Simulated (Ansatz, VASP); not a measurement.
# One calculation of Ru, two programs

```xyz
1
Lattice="2.4643 0.0000 0.0000 0.0000 2.4643 0.0000 0.0000 0.0000 2.4643" Properties=species:S:1:pos:R:3 pbc="T T T"
Ru    0.0000    0.0000    0.0000
```

Alike in both runs: functional LDA; k mesh 17 × 17 × 17; occupations fermi-dirac, width 0.1 eV; no spin polarisation.

Ansatz relaxed the structure, and its values are those at the end. VASP's run is a single point on that final structure, the one shown.

|  | VASP | Ansatz |
| --- | --- | --- |
| version | VASP 6.6.1 | Ansatz 0.2.0 |
| potentials or method | VASP PAW LDA potentials, release 64 (Ru_pv) | PAW with Ansatz's default frozen-core files, scalar-relativistic |
| plane-wave cutoff (eV) | 520 | 420 |
| valence electrons in the cell | 14 | 16 |

```csv
,VASP,Ansatz,Ansatz less VASP
pressure (GPa),0.9,0.0,-0.90
```

LDA's correlation is that of Perdew and Zunger in VASP and of Perdew and Wang (1992) in Ansatz. VASP's potentials hold 14 valence electrons a cell and Ansatz's 16, so a difference there can come from the potentials and not from the codes.
